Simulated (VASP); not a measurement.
# CdSe (F-43m) in VASP: further runs, part 3 of 3

VASP 6.6.1. Earlier steps stand in the parts before.

### Step 5. Single point, HSE06

POSCAR reads:

```
CdSe
1.0
    0.0000000000      3.0677809647      3.0677809647
    3.0677809647      0.0000000000      3.0677809647
    3.0677809647      3.0677809647      0.0000000000
Cd Se
1 1
Direct
    0.0000000000      0.0000000000      0.0000000000
    0.2500000000      0.2500000000      0.2500000000
```

INCAR.step1 reads:

```
SYSTEM = CdSe
  ALGO = Normal
  EDIFF = 1E-5
  ENCUT = 520
  GGA = PE
  ISIF = 2
  ISMEAR = 0
  LASPH = .True.
  LREAL = .False.
  LWAVE = .True.
  NBANDS = 16
  NELM = 80
  PREC = Accurate
  SIGMA = 0.01
```

INCAR.step2 reads:

```
SYSTEM = CdSe
  ALGO = Normal
  EDIFF = 1E-6
  ENCUT = 520
  GGA = PE
  HFSCREEN = 0.2079
  ISIF = 2
  ISMEAR = 0
  ISTART = 1
  LASPH = .True.
  LCHARG = .True.
  LELF = .True.
  LHFCALC = .True.
  LREAL = .False.
  LVHAR = .True.
  LWAVE = .False.
  NBANDS = 16
  NELM = 80
  PREC = Accurate
  PRECFOCK = Normal
  SIGMA = 0.01
```

KPOINTS reads:

```
k-points
0
Gamma
  4 4 4
  0 0 0
```

Potentials or basis: VASP PAW PBE potentials, release 64 (Cd, Se).

Run with:

```sh
$ cat potpaw_PBE.64/Cd/POTCAR potpaw_PBE.64/Se/POTCAR > POTCAR
$ cp INCAR.step1 INCAR
$ mpirun -np 1 vasp_std > vasp.out
$ cp INCAR.step2 INCAR
$ mpirun -np 1 vasp_std > vasp.out
```

OUTCAR:

```text
SYSTEM = CdSe
   EDIFF = 1E-6
   ENCUT = 520
   GGA = PE
   HFSCREEN = 0.2079
   ISIF = 2
   ISMEAR = 0
   ISTART = 1
   LASPH = .True.
   LHFCALC = .True.
   LREAL = .False.
   NELM = 80
   PREC = Accurate
   PRECFOCK = Normal

 ion  position               nearest neighbor table
   1  0.000  0.000  0.000-   2 2.66   2 2.66   2 2.66   2 2.66
   2  0.250  0.250  0.250-   1 2.66   1 2.66   1 2.66   1 2.66

  LATTYP: Found a face centered cubic cell.
 ALAT       =     6.1355619294

  Lattice vectors:

 A1 = (   0.0000000000,   3.0677809647,   3.0677809647)
 A2 = (   3.0677809647,   0.0000000000,   3.0677809647)
 A3 = (   3.0677809647,   3.0677809647,   0.0000000000)

Analysis of symmetry for initial positions (statically):
=====================================================================
 Subroutine PRICEL returns:
 Original cell was already a primitive cell.

 Routine SETGRP: Setting up the symmetry group for a
 face centered cubic supercell.

 Subroutine GETGRP returns: Found 24 space group operations
 (whereof 24 operations were pure point group operations)
 out of a pool of 48 trial point group operations.

[... 150 lines left out ...]

  energy without entropy =       -6.81333090  energy(sigma->0) =       -6.81333090

 E-fermi :   0.2102     XC(G=0):  -7.2897

 val. band max:        0.1546048087   @ k =   0.0000   0.0000   0.0000
 cond. band min:       1.6563705374   @ k =   0.0000   0.0000   0.0000
 fundamental gap:      1.5017657287
 Fermi energy:         0.2101960337

 k-point     1 :       0.0000    0.0000    0.0000
  band No.  band energies     occupation
      1     -13.3806      2.00000
      2      -8.9151      2.00000
      3      -8.9151      2.00000
      4      -8.9151      2.00000
      5      -8.5677      2.00000
      6      -8.5677      2.00000
[... 129 lines left out ...]
      3      -8.7358      2.00000
      4      -8.6024      2.00000
      5      -8.5617      2.00000
      6      -8.0580      2.00000
[... 8 lines left out ...]
     15      13.9033      0.00000
     16      14.4293      0.00000

------------------------ aborting loop because EDIFF is reached ----------------------------------------

  FORCE on cell =-STRESS in cart. coord.  units (eV):
  Direction    XX          YY          ZZ          XY          YZ          ZX
  --------------------------------------------------------------------------------------
  -------------------------------------------------------------------------------------
  Total        0.1914849      0.1914849      0.1914849      0.0000000      0.0000000      0.0000000
  in kB        5.3130277      5.3130277      5.3130277      0.0000000      0.0000000      0.0000000
  external PRESSURE =       5.3130277 kB  Pullay stress =       0.0000000 kB

 VOLUME and BASIS-vectors are now :
 -----------------------------------------------------------------------------
  energy-cutoff  :      520.00
  volume of cell :       57.74
      direct lattice vectors                 reciprocal lattice vectors
     0.000000000  3.067780965  3.067780965    -0.162984257  0.162984257  0.162984257
     3.067780965  0.000000000  3.067780965     0.162984257 -0.162984257  0.162984257
     3.067780965  3.067780965  0.000000000     0.162984257  0.162984257 -0.162984257

 POSITION                                       TOTAL-FORCE (eV/Angst)
 -----------------------------------------------------------------------------------
      0.00000      0.00000      0.00000         0.000000      0.000000      0.000000
      1.53389      1.53389      1.53389        -0.000000     -0.000000     -0.000000
 -----------------------------------------------------------------------------------
    total drift:                                0.000069      0.000077      0.000043

  FREE ENERGIE OF THE ION-ELECTRON SYSTEM (eV)
  ---------------------------------------------------
  free  energy   TOTEN  =        -6.8133309009 eV

  energy  without entropy=       -6.8133309009  energy(sigma->0) =       -6.81333090
```

OSZICAR.step1:

```text
N       E                     dE             d eps       ncg     rms          rms(c)
DAV:   1     0.105060344974E+03    0.10506E+03   -0.91149E+03   264   0.102E+03
DAV:   2    -0.190319571043E+01   -0.10696E+03   -0.10201E+03   304   0.244E+02
DAV:   3    -0.582102246335E+01   -0.39178E+01   -0.39136E+01   288   0.481E+01
DAV:   4    -0.583793386104E+01   -0.16911E-01   -0.16911E-01   360   0.323E+00
DAV:   5    -0.583803829074E+01   -0.10443E-03   -0.10443E-03   288   0.219E-01    0.593E+00
DAV:   6    -0.546401834947E+01    0.37402E+00   -0.55348E-01   360   0.877E+00    0.474E+00
DAV:   7    -0.544019185028E+01    0.23826E-01   -0.14861E-01   296   0.256E+00    0.207E+00
DAV:   8    -0.544142385379E+01   -0.12320E-02   -0.14373E-02   296   0.143E+00    0.246E-01
DAV:   9    -0.544166379700E+01   -0.23994E-03   -0.14691E-03   312   0.484E-01    0.491E-02
DAV:  10    -0.544174652878E+01   -0.82732E-04   -0.16504E-04   312   0.157E-01    0.459E-02
DAV:  11    -0.544180178398E+01   -0.55255E-04   -0.88324E-05   312   0.583E-02    0.161E-02
DAV:  12    -0.544180166478E+01    0.11920E-06   -0.19382E-06   232   0.172E-02
   1 F= -.54418017E+01 E0= -.54418017E+01  d E =-.644052E-13
```

It took 17 min on 1 thread of Intel Xeon Platinum 8124M at 3.00GHz (Skylake/Cascade Lake), shared host; peak memory 0.3 GiB.

Results:

- Free energy: -6.8133 eV
- Pressure: 0.5 GPa
- Band gap on the k mesh: 1.50 eV, direct

Caveat: the k points lie up to 0.44 Å⁻¹ apart; the PAW data sets were made with another functional, which shifts forces and pressure a little.

### Step 6. Summary

| level | k mesh | smearing | grid for exact exchange (PRECFOCK) | screening parameter | gap on the mesh (eV) | pressure (GPa) |
| --- | --- | --- | --- | --- | --- | --- |
| r2SCAN | 6 × 6 × 6 | gaussian 0.05 eV | - | - | 1.03 | 0.2 |
| r2SCAN | 6 × 6 × 6 | methfessel-paxton 0.2 eV | - | - | 1.03 | 0.2 |
| r2SCAN | 6 × 6 × 6 | gaussian 0.5 eV | - | - | 1.03 | 0.2 |
| HSE06 | 4 × 4 × 4 | gaussian 0.01 eV | Normal | 0.2079 1/Å | 1.50 | 0.5 |

Alike in all rows: task single point; potentials or basis VASP PAW PBE potentials, release 64 (Cd, Se); no spin polarisation; cell as given; cutoff (eV) 520.

Caveats: some runs use coarse meshes; the PAW data sets were made with another functional, which shifts forces and pressure a little.

Absolute energies hang on the potentials; compare differences alone.
